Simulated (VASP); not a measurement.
# Sn (P6/mmm) in VASP: a series of runs

Runs on Sn. Level: PBE. Tasks: single point.

Everything below comes from runs of VASP 6.6.1. Logs are shortened: lines on timing, memory, paths and dates and some standing lists are left out, and cuts for length are marked.

**1. The cell of the first run**

Symmetry: P6/mmm, No. 191, hexagonal system. Conventional cell: a = 5.410 Å, b = 5.410 Å, c = 3.298 Å, α = 90.00°, β = 90.00°, γ = 120.00°. Sn (site symmetry 6/mmm) has 14 Sn at 3.30 to 3.53 Å within 4.3 Å. Sn (site symmetry -6m2) has 11 Sn at 3.12 to 3.53 Å within 4.1 Å.

This isn't the form of Sn at room conditions, which is tetragonal (white tin).

**2. Single point, PBE (27.86 Å³/atom)**

INCAR

```
PREC = Accurate ; ENCUT = 520
EDIFF = 1E-6 ; ISMEAR = -1
SIGMA = 0.1 ; LREAL = F
LASPH = T ; NELM = 100
ALGO = Normal ; ISIF = 2
LWAVE = F ; LCHARG = F
GGA = PE ; NBANDS = 28
```

KPOINTS

```
Automatic mesh
0
Gamma
  8 8 11
```

POSCAR

```
Sn
1.0
    5.4095135730      0.0000000000      0.0000000000
   -2.7047567865      4.6847761764      0.0000000000
    0.0000000000      0.0000000000      3.2983530367
Sn
3
Direct
    0.0000000000      0.0000000000      0.0000000000
    0.3333333333      0.6666666667      0.5000000000
    0.6666666667      0.3333333333      0.5000000000
```

Potentials or basis: VASP PAW PBE potentials, release 64 (Sn_d).

The run is started by

```console
> cat potpaw_PBE.64/Sn_d/POTCAR > POTCAR
> mpirun -np 1 vasp_std > vasp.out
```

OUTCAR:

```text
PREC = Accurate
   ENCUT = 520
   EDIFF = 1E-6
   ISMEAR = -1
   LREAL = F
   LASPH = T
   NELM = 100
   ISIF = 2
   GGA = PE

 ion  position               nearest neighbor table
   1  0.000  0.000  0.000-   2 3.53   3 3.53   2 3.53   3 3.53   3 3.53   3 3.53   2 3.53   2 3.53
                             3 3.53   3 3.53   2 3.53   2 3.53
   2  0.333  0.667  0.500-   3 3.12   3 3.12   3 3.12   1 3.53   1 3.53   1 3.53   1 3.53   1 3.53
                             1 3.53
   3  0.667  0.333  0.500-   2 3.12   2 3.12   2 3.12   1 3.53   1 3.53   1 3.53   1 3.53   1 3.53
                             1 3.53

  LATTYP: Found a hexagonal cell.
 ALAT       =     5.4095135730
 C/A-ratio  =     0.6097319088

  Lattice vectors:

 A1 = (   5.4095135730,   0.0000000000,   0.0000000000)
 A2 = (  -2.7047567865,   4.6847761764,   0.0000000000)
 A3 = (   0.0000000000,   0.0000000000,   3.2983530367)

Analysis of symmetry for initial positions (statically):
=====================================================================
 Subroutine PRICEL returns:
 Original cell was already a primitive cell.

 Routine SETGRP: Setting up the symmetry group for a
 hexagonal supercell.

 Subroutine GETGRP returns: Found 24 space group operations
 (whereof 24 operations were pure point group operations)
 out of a pool of 24 trial point group operations.

The static configuration has the point symmetry D_6h.

Analysis of symmetry for dynamics (positions and initial velocities):
=====================================================================
 Subroutine PRICEL returns:
 Original cell was already a primitive cell.

 Routine SETGRP: Setting up the symmetry group for a
 hexagonal supercell.

 Subroutine GETGRP returns: Found 24 space group operations
 (whereof 24 operations were pure point group operations)
 out of a pool of 24 trial point group operations.

The dynamic configuration has the point symmetry D_6h.

 Subroutine INISYM returns: Found 24 space group operations
 (whereof 24 operations are pure point group operations),
 and found     1 'primitive' translations

----------------------------------------------------------------------------------------

                                     Primitive cell

  volume of cell :      83.5881

  direct lattice vectors                    reciprocal lattice vectors
     5.409513573  0.000000000  0.000000000     0.184859505  0.106728685  0.000000000
    -2.704756786  4.684776176  0.000000000     0.000000000  0.213457370  0.000000000
     0.000000000  0.000000000  3.298353037     0.000000000  0.000000000  0.303181615

  length of vectors
     5.409513573  5.409513573  3.298353037     0.213457370  0.213457370  0.303181615

  position of ions in fractional coordinates (direct lattice)
     0.000000000  0.000000000  0.000000000
     0.333333333  0.666666667  0.500000000
     0.666666667  0.333333333  0.500000000

  ion indices of the primitive-cell ions
   primitive index   ion index
                 1           1
                 2           2
                 3           3

----------------------------------------------------------------------------------------

 KPOINTS: Automatic mesh

Automatic generation of k-mesh.
 Grid dimensions read from file:
 generate k-points for:    8    8   11

 Generating k-lattice:

  Cartesian coordinates                     Fractional coordinates (reciprocal lattice)
     0.023107438  0.013341086  0.000000000     0.125000000  0.000000000  0.000000000
     0.000000000  0.026682171  0.000000000     0.000000000  0.125000000  0.000000000
     0.000000000  0.000000000  0.027561965     0.000000000  0.000000000  0.090909091

  Length of vectors
     0.026682171  0.026682171  0.027561965

  Shift w.r.t. Gamma in fractional coordinates (k-lattice)
     0.000000000  0.000000000  0.000000000

 Subroutine IBZKPT returns following result:
 ===========================================

 Found     60 irreducible k-points:

 Following reciprocal coordinates:
            Coordinates               Weight
  0.000000  0.000000  0.000000      1.000000
  0.125000  0.000000  0.000000      6.000000
  0.250000  0.000000  0.000000      6.000000
  0.375000  0.000000  0.000000      6.000000
  0.500000  0.000000  0.000000      3.000000
  0.125000  0.125000  0.000000      6.000000
[... 16 lines left out ...]
  0.250000  0.000000  0.181818     12.000000
  0.375000  0.000000  0.181818     12.000000
 [... further k-points ...]
   k-points           NKPTS =     60   k-points in BZ     NKDIM =     60   number of bands    NBANDS=     28
   number of dos      NEDOS =    301   number of ions     NIONS =      3
   total plane-waves  NPLWV =  44800
   dimension x,y,z NGX =    40 NGY =   40 NGZ =   28
   dimension x,y,z NGXF=    80 NGYF=   80 NGZF=   56
   ions per type =               3
   NGX,Y,Z   is equivalent  to a cutoff of  12.29, 12.29, 14.11 a.u.
   NGXF,Y,Z  is equivalent  to a cutoff of  24.59, 24.59, 28.23 a.u.
 SYSTEM =  unknown system
   PREC   = accura    normal or accurate (medium, high low for compatibility)
   ISTART =      0    job   : 0-new  1-cont  2-samecut
   ICHARG =      2    charge: 1-file 2-atom 10-const
   ISPIN  =      1    spin polarized calculation?
   LNONCOLLINEAR =      F non collinear calculations
   LSORBIT =      F    spin-orbit coupling
   LASPH  =      T    aspherical Exc in radial PAW
   ENCUT  =  520.0 eV  38.22 Ry    6.18 a.u.  10.06 10.06  6.13*2*pi/ulx,y,z
   NELM   =    100;   NELMIN=  2; NELMDL= -5     # of ELM steps
   EDIFF  = 0.1E-05   stopping-criterion for ELM
   LREAL  =      F    real-space projection
   EDIFFG = 0.1E-04   stopping-criterion for IOM
   NSW    =      0    number of steps for IOM
   IBRION =     -1    ionic relax: 0-MD 1-quasi-New 2-CG
   NFREE  =      0    steps in history (QN), initial steepest desc. (CG)
   ISIF   =      2    stress and relaxation
   ISYM   =      2    0-nonsym 1-usesym 2-fastsym
   POTIM  = 0.5000    time-step for ionic-motion
   TEBEG  =    0.0;   TEEND  =   0.0 temperature during run
   PSTRESS=    0.0 pullay stress
   NELECT =      42.0000    total number of electrons
   NUPDOWN=      -1.0000    fix difference up-down
   EMIN   =  10.00;   EMAX   =-10.00  energy-range for DOS
   EFERMI =   0.00;   METHOD = LEGACY
   ISMEAR =    -1;   SIGMA  =   0.10  broadening in eV -4-tet -1-fermi 0-gaus
   EFERMI_NEDOS =   21; number of points for ismear=-14 and -15
   IALGO  =     38    algorithm
   IMIX   =      4    mixing-type and parameters
     AMIX     =   0.40;   BMIX     =  1.00
     AMIX_MAG =   1.60;   BMIX_MAG =  1.00
  volume/ion in A,a.u.               =      27.86       188.03
  Fermi-wavevector in a.u.,A,eV,Ry     =   1.301497  2.459473 23.046835  1.693895
  Thomas-Fermi vector in A             =   2.432627
   LORBIT       =      0    0 simple, 1 ext, 2 COOP (PROOUT), +10 PAW based schemes
   GGA     = PE    functional components
   LHFCALC =     F    Hartree Fock is set to
   AEXX    =    0.0000 exact exchange contribution
   IVDW    =     0    specifies the selected vdW correction
   LEPSILON=     F    determine dielectric tensor
   LRPA    =     F    only Hartree local field effects (RPA)
 non-spin polarized calculation
  energy-cutoff  :      520.00
  volume of cell :       83.59
 maximum number of plane-waves:      2272
   NGX = 21   NGY = 21   NGZ = 13

 number of electron      42.0000004 magnetization

 Free energy of the ion-electron system (eV)
  ---------------------------------------------------
  ext. energy  EPLUGINS =         0.00000000
  ---------------------------------------------------
  free energy    TOTEN  =       -11.32476549 eV

  energy without entropy =      -11.26260581  energy(sigma->0) =      -11.29368565

 E-fermi :   7.7716     XC(G=0): -10.2411

 val. band max:        7.7502137157   @ k =   0.2500   0.0000   0.0909
 cond. band min:       7.7757157706   @ k =   0.1250   0.1250   0.3636
 fundamental gap:      0.0255020550
 Fermi energy:         7.7716413442

 k-point     1 :       0.0000    0.0000    0.0000
  band No.  band energies     occupation
      1     -13.8831      2.00000
      2     -13.8047      2.00000
      3     -13.8047      2.00000
      4     -13.7644      2.00000
      5     -13.7644      2.00000
      6     -13.7534      2.00000
[... 20 lines left out ...]
     27      15.6023      0.00000
     28      15.6694      0.00000

 k-point     2 :       0.1250    0.0000    0.0000
  band No.  band energies     occupation
      1     -13.8824      2.00000
      2     -13.8056      2.00000
      3     -13.8052      2.00000
      4     -13.7652      2.00000
      5     -13.7642      2.00000
      6     -13.7526      2.00000
[... 20 lines left out ...]
     27      15.2756      0.00000
     28      15.4257      0.00000

 k-point     3 :       0.2500    0.0000    0.0000
  band No.  band energies     occupation
      1     -13.8806      2.00000
      2     -13.8083      2.00000
      3     -13.8076      2.00000
      4     -13.7670      2.00000
      5     -13.7633      2.00000
      6     -13.7495      2.00000
[... 20 lines left out ...]
     27      14.5841      0.00000
     28      15.0366      0.00000

 k-point     4 :       0.3750    0.0000    0.0000
  band No.  band energies     occupation
      1     -13.8790      2.00000
      2     -13.8144      2.00000
      3     -13.8095      2.00000
      4     -13.7687      2.00000
      5     -13.7614      2.00000
      6     -13.7431      2.00000
[... 578 lines left out ...]
     27      14.1738      0.00000
     28      16.1977      0.00000

 k-point    23 :       0.2500    0.0000    0.1818
  band No.  band energies     occupation
      1     -13.8299      2.00000
      2     -13.8098      2.00000
      3     -13.8093      2.00000
      4     -13.7887      2.00000
      5     -13.7868      2.00000
      6     -13.7014      2.00000
[... 20 lines left out ...]
     27      13.3071      0.00000
     28      15.7511      0.00000

 k-point    24 :       0.3750    0.0000    0.1818
  band No.  band energies     occupation
      1     -13.8291      2.00000
      2     -13.8107      2.00000
      3     -13.8092      2.00000
      4     -13.7909      2.00000
      5     -13.7836      2.00000
      6     -13.7048      2.00000
[... 20 lines left out ...]
     27      12.2916      0.00000
     28      14.8387      0.00000

 [... further k-points ...]

------------------------ aborting loop because EDIFF is reached ----------------------------------------

  FORCE on cell =-STRESS in cart. coord.  units (eV):
  Direction    XX          YY          ZZ          XY          YZ          ZX
  --------------------------------------------------------------------------------------
  -------------------------------------------------------------------------------------
  Total        0.6188202      0.6188202     -0.7075115     -0.0000000      0.0000000     -0.0000000
  in kB       11.8612619     11.8612619    -13.5612547     -0.0000000      0.0000000     -0.0000000
  external PRESSURE =       3.3870897 kB  Pullay stress =       0.0000000 kB

 VOLUME and BASIS-vectors are now :
 -----------------------------------------------------------------------------
  energy-cutoff  :      520.00
  volume of cell :       83.59
      direct lattice vectors                 reciprocal lattice vectors
     5.409513573  0.000000000  0.000000000     0.184859505  0.106728685  0.000000000
    -2.704756786  4.684776176  0.000000000     0.000000000  0.213457370  0.000000000
     0.000000000  0.000000000  3.298353037     0.000000000  0.000000000  0.303181615

 POSITION                                       TOTAL-FORCE (eV/Angst)
 -----------------------------------------------------------------------------------
      0.00000      0.00000      0.00000         0.000000      0.000000      0.000000
     -0.00000      3.12318      1.64918        -0.000000      0.000000      0.000000
      2.70476      1.56159      1.64918         0.000000      0.000000      0.000000
 -----------------------------------------------------------------------------------
    total drift:                               -0.000000      0.000000      0.000000

  FREE ENERGIE OF THE ION-ELECTRON SYSTEM (eV)
  ---------------------------------------------------
  free  energy   TOTEN  =       -11.3247654862 eV

  energy  without entropy=      -11.2626058053  energy(sigma->0) =      -11.29368565
```

It took 56 s on 1 thread of AMD EPYC 9R45 (Zen 5), shared host; peak memory 0.23 GiB.

What came out:

```
Free energy            : -11.3248 eV
Pressure               : 0.3 GPa
Band gap on the k mesh : zero (bands 21 and 22 overlap by 3.84 eV)
```

Caveat: spin-orbit coupling is left out, which moves the levels of the heavy elements.

[end of part 1 of 2]
